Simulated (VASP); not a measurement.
# CoSn (P6/mmm) in VASP: notebook

Runs on CoSn. Level: PBE. Tasks: relaxation of shape and atoms at fixed volume.

Program: VASP 6.6.1. These are calculated values, not measurements. Logs are shortened: lines on timing, memory, paths and dates and some standing lists are left out, and cuts for length are marked.

## Step 1: The cell of the first run

The structure is hexagonal, space group P6/mmm (No. 191). The conventional cell has a = 5.133 Å, b = 5.133 Å, c = 4.099 Å, α = 90.00°, β = 90.00°, γ = 120.00°. Co (site symmetry mmm) has 6 Sn at 2.53 to 2.57 Å and 4 Co at 2.57 Å within 3.3 Å. Sn (site symmetry -6m2) has 6 Co at 2.53 Å and 3 Sn at 2.96 Å within 3.3 Å. Sn (site symmetry 6/mmm) has 6 Co at 2.57 Å within 3.4 Å.

## Step 2: Relaxation of shape and atoms at fixed volume, PBE (volume scaled by 0.91)

Contents of INCAR:

```
PREC = Accurate
ENCUT = 600
EDIFF = 1E-6
ISMEAR = 0
SIGMA = 0.1
LREAL = False
LASPH = True
NELM = 60
ALGO = Fast
ISIF = 4
LWAVE = False
LCHARG = False
GGA = PE
IBRION = 2
NSW = 50
EDIFFG = -0.01
```

Contents of KPOINTS:

```
Automatic mesh
0
Gamma
  9 9 8
```

Contents of POSCAR:

```
CoSn
1.0
    5.1326917306      0.0000000000      0.0000000000
   -2.5663458653      4.4450414285      0.0000000000
    0.0000000000      0.0000000000      4.0993267748
Co Sn
3 3
Direct
    0.0000000000      0.5000000000      0.0000000000
    0.5000000000      0.5000000000      0.0000000000
    0.5000000000      0.0000000000      0.0000000000
    0.6666666667      0.3333333333      0.5000000000
    0.3333333333      0.6666666667      0.5000000000
    0.0000000000      0.0000000000      0.0000000000
```

Potentials or basis: VASP PAW PBE potentials, release 64 (Co, Sn_d).

The run is started by

```bash
$ cat potpaw_PBE.64/Co/POTCAR potpaw_PBE.64/Sn_d/POTCAR > POTCAR
$ mpirun -np 1 vasp_std > vasp.out
```

OUTCAR:

```text
PREC = Accurate
   ENCUT = 600
   EDIFF = 1E-6
   ISMEAR = 0
   LREAL = False
   LASPH = True
   NELM = 60
   ISIF = 4
   GGA = PE
   IBRION = 2
   NSW = 50
   EDIFFG = -0.01

 ion  position               nearest neighbor table
   1  0.000  0.500  0.000-   4 2.53   5 2.53   4 2.53   5 2.53   2 2.57   2 2.57   6 2.57   6 2.57
                             3 2.57   3 2.57
   2  0.500  0.500  0.000-   4 2.53   5 2.53   4 2.53   5 2.53   1 2.57   1 2.57   6 2.57   3 2.57
                             3 2.57   6 2.57
   3  0.500  0.000  0.000-   4 2.53   5 2.53   4 2.53   5 2.53   6 2.57   6 2.57   1 2.57   2 2.57
                             2 2.57   1 2.57
   4  0.667  0.333  0.500-   1 2.53   1 2.53   3 2.53   3 2.53   2 2.53   2 2.53   5 2.96   5 2.96
                             5 2.96   6 3.60   6 3.60   6 3.60   6 3.60   6 3.60   6 3.60
   5  0.333  0.667  0.500-   1 2.53   1 2.53   3 2.53   3 2.53   2 2.53   2 2.53   4 2.96   4 2.96
                             4 2.96   6 3.60   6 3.60   6 3.60   6 3.60   6 3.60   6 3.60
   6  0.000  0.000  0.000-   3 2.57   3 2.57   1 2.57   1 2.57   2 2.57   2 2.57   5 3.60   4 3.60
                             5 3.60   4 3.60   4 3.60   5 3.60   5 3.60   4 3.60   5 3.60   5 3.60

  LATTYP: Found a hexagonal cell.
 ALAT       =     5.1326917306
 C/A-ratio  =     0.7986699747

  Lattice vectors:

 A1 = (   5.1326917306,   0.0000000000,   0.0000000000)
 A2 = (  -2.5663458653,   4.4450414285,   0.0000000000)
 A3 = (   0.0000000000,   0.0000000000,   4.0993267748)

Analysis of symmetry for initial positions (statically):
=====================================================================
 Subroutine PRICEL returns:
 Original cell was already a primitive cell.

 Routine SETGRP: Setting up the symmetry group for a
 hexagonal supercell.

 Subroutine GETGRP returns: Found 24 space group operations
 (whereof 24 operations were pure point group operations)
 out of a pool of 24 trial point group operations.

The static configuration has the point symmetry D_6h.

Analysis of symmetry for dynamics (positions and initial velocities):
=====================================================================
 Subroutine PRICEL returns:
 Original cell was already a primitive cell.

 Routine SETGRP: Setting up the symmetry group for a
 hexagonal supercell.

 Subroutine GETGRP returns: Found 24 space group operations
 (whereof 24 operations were pure point group operations)
 out of a pool of 24 trial point group operations.

The dynamic configuration has the point symmetry D_6h.

 Subroutine INISYM returns: Found 24 space group operations
 (whereof 24 operations are pure point group operations),
 and found     1 'primitive' translations

----------------------------------------------------------------------------------------

                                     Primitive cell

  volume of cell :      93.5263

  direct lattice vectors                    reciprocal lattice vectors
     5.132691731  0.000000000  0.000000000     0.194829546  0.112484891  0.000000000
    -2.566345865  4.445041428  0.000000000     0.000000000  0.224969782  0.000000000
     0.000000000  0.000000000  4.099326775     0.000000000  0.000000000  0.243942495

  length of vectors
     5.132691731  5.132691731  4.099326775     0.224969782  0.224969782  0.243942495

  position of ions in fractional coordinates (direct lattice)
     1.000000000  0.500000000  0.000000000
     0.500000000  0.500000000  0.000000000
     0.500000000  0.000000000  0.000000000
     0.666666667  0.333333333  0.500000000
     0.333333333  0.666666667  0.500000000
     0.000000000  0.000000000  0.000000000

  ion indices of the primitive-cell ions
   primitive index   ion index
                 1           1
                 2           2
                 3           3
                 4           4
                 5           5
                 6           6

----------------------------------------------------------------------------------------

 KPOINTS: Automatic mesh

Automatic generation of k-mesh.
 Grid dimensions read from file:
 generate k-points for:    9    9    8

 Generating k-lattice:

  Cartesian coordinates                     Fractional coordinates (reciprocal lattice)
     0.021647727  0.012498321  0.000000000     0.111111111  0.000000000  0.000000000
     0.000000000  0.024996642  0.000000000     0.000000000  0.111111111  0.000000000
     0.000000000  0.000000000  0.030492812     0.000000000  0.000000000  0.125000000

  Length of vectors
     0.024996642  0.024996642  0.030492812

  Shift w.r.t. Gamma in fractional coordinates (k-lattice)
     0.000000000  0.000000000  0.000000000

 Subroutine IBZKPT returns following result:
 ===========================================

 Found     60 irreducible k-points:

 Following reciprocal coordinates:
            Coordinates               Weight
  0.000000  0.000000  0.000000      1.000000
  0.111111 -0.000000  0.000000      6.000000
  0.222222  0.000000  0.000000      6.000000
  0.333333  0.000000  0.000000      6.000000
  0.444444  0.000000  0.000000      6.000000
  0.111111  0.111111  0.000000      6.000000
[... 16 lines left out ...]
  0.333333  0.222222  0.125000     24.000000
  0.333333  0.333333  0.125000      4.000000
 [... further k-points ...]
   k-points           NKPTS =     60   k-points in BZ     NKDIM =     60   number of bands    NBANDS=     41
   number of dos      NEDOS =    301   number of ions     NIONS =      6
   total plane-waves  NPLWV =  63504
   dimension x,y,z NGX =    42 NGY =   42 NGZ =   36
   dimension x,y,z NGXF=    84 NGYF=   84 NGZF=   72
   ions per type =               3   3
   NGX,Y,Z   is equivalent  to a cutoff of  13.60, 13.60, 14.60 a.u.
   NGXF,Y,Z  is equivalent  to a cutoff of  27.21, 27.21, 29.20 a.u.
 SYSTEM =  unknown system
   PREC   = accura    normal or accurate (medium, high low for compatibility)
   ISTART =      0    job   : 0-new  1-cont  2-samecut
   ICHARG =      2    charge: 1-file 2-atom 10-const
   ISPIN  =      1    spin polarized calculation?
   LNONCOLLINEAR =      F non collinear calculations
   LSORBIT =      F    spin-orbit coupling
   LASPH  =      T    aspherical Exc in radial PAW
   ENCUT  =  600.0 eV  44.10 Ry    6.64 a.u.  10.25 10.25  8.19*2*pi/ulx,y,z
   NELM   =     60;   NELMIN=  2; NELMDL= -5     # of ELM steps
   EDIFF  = 0.1E-05   stopping-criterion for ELM
   LREAL  =      F    real-space projection
   EDIFFG = -.1E-01   stopping-criterion for IOM
   NSW    =     50    number of steps for IOM
   IBRION =      2    ionic relax: 0-MD 1-quasi-New 2-CG
   NFREE  =      1    steps in history (QN), initial steepest desc. (CG)
   ISIF   =      4    stress and relaxation
   ISYM   =      2    0-nonsym 1-usesym 2-fastsym
   POTIM  = 0.5000    time-step for ionic-motion
   TEBEG  =    0.0;   TEEND  =   0.0 temperature during run
   PSTRESS=    0.0 pullay stress
   NELECT =      69.0000    total number of electrons
   NUPDOWN=      -1.0000    fix difference up-down
   EMIN   =  10.00;   EMAX   =-10.00  energy-range for DOS
   EFERMI =   0.00;   METHOD = LEGACY
   ISMEAR =     0;   SIGMA  =   0.10  broadening in eV -4-tet -1-fermi 0-gaus
   EFERMI_NEDOS =   21; number of points for ismear=-14 and -15
   IALGO  =     68    algorithm
   IMIX   =      4    mixing-type and parameters
     AMIX     =   0.40;   BMIX     =  1.00
     AMIX_MAG =   1.60;   BMIX_MAG =  1.00
  volume/ion in A,a.u.               =      15.59       105.19
  Fermi-wavevector in a.u.,A,eV,Ry     =   1.479267  2.795410 29.772704  2.188232
  Thomas-Fermi vector in A             =   2.593446
   LORBIT       =      0    0 simple, 1 ext, 2 COOP (PROOUT), +10 PAW based schemes
   GGA     = PE    functional components
   LHFCALC =     F    Hartree Fock is set to
   AEXX    =    0.0000 exact exchange contribution
   IVDW    =     0    specifies the selected vdW correction
   LEPSILON=     F    determine dielectric tensor
   LRPA    =     F    only Hartree local field effects (RPA)
 conjugate gradient relaxation of ions
 non-spin polarized calculation
 RMM-DIIS sequential band-by-band and
 Gauss-broadening in eV      SIGMA  =   0.10
  energy-cutoff  :      600.00
  volume of cell :       93.53
 maximum number of plane-waves:      3148
 NGX is ok and might be reduce to    42
   NGX = 21   NGY = 21   NGZ = 17

 number of electron      68.9999994 magnetization

 Free energy of the ion-electron system (eV)
  ---------------------------------------------------
  ext. energy  EPLUGINS =         0.00000000
  ---------------------------------------------------
  free energy    TOTEN  =       -32.86489276 eV

  energy without entropy =      -32.85375146  energy(sigma->0) =      -32.85932211

 E-fermi :  11.0845     XC(G=0): -12.2076

 val. band max:       11.0824866786   @ k =   0.3333   0.0000   0.1250
 cond. band min:      11.1498564289   @ k =   0.4444   0.1111   0.2500
 fundamental gap:      0.0673697503
 Fermi energy:        11.0845077852

 k-point     1 :       0.0000    0.0000    0.0000
  band No.  band energies     occupation
      1     -10.4460      2.00000
      2     -10.3473      2.00000
      3     -10.3473      2.00000
      4     -10.3253      2.00000
      5     -10.3253      2.00000
      6     -10.2655      2.00000
[... 33 lines left out ...]
     40      15.0473      0.00000
     41      16.7721      0.00000

 k-point     2 :       0.1111   -0.0000    0.0000
  band No.  band energies     occupation
      1     -10.4442      2.00000
      2     -10.3607      2.00000
      3     -10.3556      2.00000
      4     -10.3288      2.00000
      5     -10.3268      2.00000
      6     -10.2731      2.00000
[... 33 lines left out ...]
     40      15.0007      0.00000
     41      16.4719      0.00000

 k-point     3 :       0.2222    0.0000    0.0000
  band No.  band energies     occupation
      1     -10.4399      2.00000
      2     -10.3875      2.00000
      3     -10.3767      2.00000
      4     -10.3366      2.00000
      5     -10.3270      2.00000
      6     -10.2800      2.00000
[... 875 lines left out ...]
      2     -10.4252      2.00000
      3     -10.3632      2.00000
      4     -10.3313      2.00000
      5     -10.3203      2.00000
      6     -10.3073      2.00000
[... 33 lines left out ...]
     40      15.5851      0.00000
     41      16.6374      0.00000

 k-point    24 :       0.3333    0.3333    0.1250
  band No.  band energies     occupation
      1     -10.4706      2.00000
      2     -10.4244      2.00000
      3     -10.3351      2.00000
      4     -10.3351      2.00000
      5     -10.3232      2.00000
      6     -10.3232      2.00000
[... 33 lines left out ...]
     40      16.0598      0.00000
     41      16.0685      0.00000

 [... further k-points ...]
[... 5 lines left out ...]
  --------------------------------------------------------------------------------------
  -------------------------------------------------------------------------------------
  Total        8.7899849      8.7899849      8.7498258     -0.0000000     -0.0000000      0.0000000
  in kB      150.5792664    150.5792664    149.8913110     -0.0000000     -0.0000000      0.0000000
  external PRESSURE =     150.3499480 kB  Pullay stress =       0.0000000 kB

 VOLUME and BASIS-vectors are now :
 -----------------------------------------------------------------------------
  energy-cutoff  :      600.00
  volume of cell :       93.53
      direct lattice vectors                 reciprocal lattice vectors
     5.132691731  0.000000000  0.000000000     0.194829546  0.112484891  0.000000000
    -2.566345865  4.445041428  0.000000000     0.000000000  0.224969782  0.000000000
     0.000000000  0.000000000  4.099326775     0.000000000  0.000000000  0.243942495

 POSITION                                       TOTAL-FORCE (eV/Angst)
 -----------------------------------------------------------------------------------
     -1.28317      2.22252      0.00000         0.000000      0.000000      0.000000
      1.28317      2.22252      0.00000         0.000000      0.000000      0.000000
      2.56635      0.00000      0.00000         0.000000      0.000000      0.000000
      2.56635      1.48168      2.04966        -0.000000     -0.000000     -0.000000
     -0.00000      2.96336      2.04966         0.000000      0.000000      0.000000
      0.00000      0.00000      0.00000         0.000000      0.000000      0.000000
 -----------------------------------------------------------------------------------
    total drift:                                0.000000      0.000000     -0.000000

  FREE ENERGIE OF THE ION-ELECTRON SYSTEM (eV)
  ---------------------------------------------------
  free  energy   TOTEN  =       -32.8648927601 eV

  energy  without entropy=      -32.8537514649  energy(sigma->0) =      -32.85932211

 reached required accuracy - stopping structural energy minimisation
```

It took 7.9 min on 1 thread of Oxide Virtual Turin-like, shared host; peak memory 0.36 GiB.

Results:

- Free energy: -32.8649 eV
- Pressure after relaxing: 15.0 GPa

Final structure:
```yaml
crystal:
  lattice:
    - [5.13269, 0.00000, 0.00000]
    - [-2.56635, 4.44504, 0.00000]
    - [0.00000, 0.00000, 4.09933]
  atoms:
    - { symbol: Co, position: [0.00000, 0.50000, 0.00000] }
    - { symbol: Co, position: [0.50000, 0.50000, 0.00000] }
    - { symbol: Co, position: [0.50000, 0.00000, 0.00000] }
    - { symbol: Sn, position: [0.66667, 0.33333, 0.50000] }
    - { symbol: Sn, position: [0.33333, 0.66667, 0.50000] }
    - { symbol: Sn, position: [0.00000, 0.00000, 0.00000] }
```

Caveat: the relaxation stopped at its first step, so nothing moved; spin-orbit coupling is left out, which moves the levels of the heavy elements. Spin polarisation is off, so any magnetic state and its effect on volume and gap are missing.

## Step 3: Relaxation of shape and atoms at fixed volume, PBE (volume scaled by 0.94)

Contents of INCAR:

```
SYSTEM = CoSn
  ALGO = Fast
  EDIFF = 1E-7
  EDIFFG = -0.01
  ENCUT = 600
  GGA = PE
  IBRION = 2
  ISIF = 4
  ISMEAR = 0
  LASPH = .TRUE.
  LCHARG = .FALSE.
  LREAL = .FALSE.
  LWAVE = .FALSE.
  NELM = 100
  NSW = 50
  PREC = Accurate
  SIGMA = 0.1
```

Contents of KPOINTS:

```
k-points
0
G
  9 9 8
  0 0 0
```

Changes to POSCAR since step 2:

```diff
@@ -2,5 +2,5 @@
 1.0
-    5.1326917306      0.0000000000      0.0000000000
-   -2.5663458653      4.4450414285      0.0000000000
-    0.0000000000      0.0000000000      4.0993267748
+    5.1884862293      0.0000000000      0.0000000000
+   -2.5942431146      4.4933608818      0.0000000000
+    0.0000000000      0.0000000000      4.1438881657
 Co Sn
```

Potentials or basis: VASP PAW PBE potentials, release 64 (Co, Sn_d).

The run is started by

```bash
$ cat potpaw_PBE.64/Co/POTCAR potpaw_PBE.64/Sn_d/POTCAR > POTCAR
$ mpirun -np 1 vasp_std > vasp.out
```

OUTCAR:

```text
SYSTEM = CoSn
   EDIFF = 1E-7
   EDIFFG = -0.01
   ENCUT = 600
   GGA = PE
   IBRION = 2
   ISIF = 4
   ISMEAR = 0
   LASPH = .TRUE.
   LREAL = .FALSE.
   NELM = 100
   NSW = 50
   PREC = Accurate

 ion  position               nearest neighbor table
   1  0.000  0.500  0.000-   4 2.56   5 2.56   4 2.56   5 2.56   2 2.59   2 2.59   6 2.59   6 2.59
                             3 2.59   3 2.59
   2  0.500  0.500  0.000-   4 2.56   5 2.56   4 2.56   5 2.56   1 2.59   1 2.59   3 2.59   3 2.59
[... 1275 lines left out ...]
  -------------------------------------------------------------------------------------
  Total        5.4767420      5.4767420      5.4338727      0.0000000      0.0000000     -0.0000000
  in kB       90.8265608     90.8265608     90.1156140      0.0000000      0.0000000     -0.0000000
  external PRESSURE =      90.5895785 kB  Pullay stress =       0.0000000 kB

 VOLUME and BASIS-vectors are now :
 -----------------------------------------------------------------------------
  energy-cutoff  :      600.00
  volume of cell :       96.61
      direct lattice vectors                 reciprocal lattice vectors
     5.188486229  0.000000000  0.000000000     0.192734442  0.111275282  0.000000000
    -2.594243115  4.493360882  0.000000000     0.000000000  0.222550564  0.000000000
     0.000000000  0.000000000  4.143888166     0.000000000  0.000000000  0.241319254

 POSITION                                       TOTAL-FORCE (eV/Angst)
 -----------------------------------------------------------------------------------
     -1.29712      2.24668      0.00000         0.000000      0.000000      0.000000
      1.29712      2.24668      0.00000         0.000000      0.000000      0.000000
      2.59424      0.00000      0.00000         0.000000      0.000000      0.000000
      2.59424      1.49779      2.07194        -0.000000      0.000000      0.000000
     -0.00000      2.99557      2.07194         0.000000      0.000000      0.000000
      0.00000      0.00000      0.00000         0.000000      0.000000      0.000000
 -----------------------------------------------------------------------------------
    total drift:                                0.000000      0.000000     -0.000000

  FREE ENERGIE OF THE ION-ELECTRON SYSTEM (eV)
  ---------------------------------------------------
  free  energy   TOTEN  =       -33.0956113187 eV

  energy  without entropy=      -33.0840768489  energy(sigma->0) =      -33.08984408

 reached required accuracy - stopping structural energy minimisation
```

OSZICAR:

```text
N       E                     dE             d eps       ncg     rms          rms(c)
DAV:   1     0.726048686412E+03    0.72605E+03   -0.34892E+04  4985   0.295E+03
DAV:   2     0.750314392163E+02   -0.65102E+03   -0.63640E+03  4920   0.686E+02
DAV:   3    -0.300552134200E+02   -0.10509E+03   -0.10256E+03  4992   0.249E+02
DAV:   4    -0.354627075687E+02   -0.54075E+01   -0.53597E+01  5846   0.620E+01
DAV:   5    -0.356331852942E+02   -0.17048E+00   -0.17035E+00  6715   0.101E+01    0.150E+01
RMM:   6    -0.362064765297E+02   -0.57329E+00   -0.28145E+01  4926   0.385E+01    0.124E+01
RMM:   7    -0.333832889597E+02    0.28232E+01   -0.86567E+00  5103   0.244E+01    0.480E+00
RMM:   8    -0.330890612407E+02    0.29423E+00   -0.10185E+00  5187   0.588E+00    0.894E-01
RMM:   9    -0.330929654675E+02   -0.39042E-02   -0.21103E-01  6473   0.269E+00    0.200E-01
RMM:  10    -0.330950625365E+02   -0.20971E-02   -0.37069E-02  6821   0.114E+00    0.142E-01
RMM:  11    -0.330954374795E+02   -0.37494E-03   -0.65335E-03  7405   0.476E-01    0.687E-02
RMM:  12    -0.330955776242E+02   -0.14014E-03   -0.13001E-03  7947   0.191E-01    0.289E-02
RMM:  13    -0.330956019997E+02   -0.24375E-04   -0.23731E-04  8059   0.809E-02    0.131E-02
RMM:  14    -0.330956091925E+02   -0.71928E-05   -0.80510E-05  8066   0.384E-02    0.618E-03
RMM:  15    -0.330956102857E+02   -0.10932E-05   -0.14652E-05  7128   0.214E-02    0.241E-03
RMM:  16    -0.330956112144E+02   -0.92877E-06   -0.73838E-06  7061   0.113E-02    0.291E-03
RMM:  17    -0.330956112883E+02   -0.73868E-07   -0.15486E-06  4556   0.571E-03    0.165E-03
RMM:  18    -0.330956113187E+02   -0.30401E-07   -0.77781E-07  3645   0.427E-03
   1 F= -.33095611E+02 E0= -.33089844E+02  d E =-.330956E+02
```

It took 8.7 min on 1 thread of Oxide Virtual Turin-like, shared host; peak memory 0.37 GiB.

Results:

| Quantity | Value |
| --- | --- |
| Free energy | -33.0956 eV |
| Pressure after relaxing | 9.1 GPa |

Final structure:
```
Co Sn
1.0
     5.18849    0.00000    0.00000
    -2.59424    4.49336    0.00000
     0.00000    0.00000    4.14389
Co Sn
3 3
Direct
  0.00000 0.50000 0.00000
  0.50000 0.50000 0.00000
  0.50000 0.00000 0.00000
  0.66667 0.33333 0.50000
  0.33333 0.66667 0.50000
  0.00000 0.00000 0.00000
```

Caveat: the relaxation stopped at its first step, so nothing moved; spin-orbit coupling is left out, which moves the levels of the heavy elements. Spin polarisation is off, so any magnetic state and its effect on volume and gap are missing.

(Continued in part 2 of 2.)
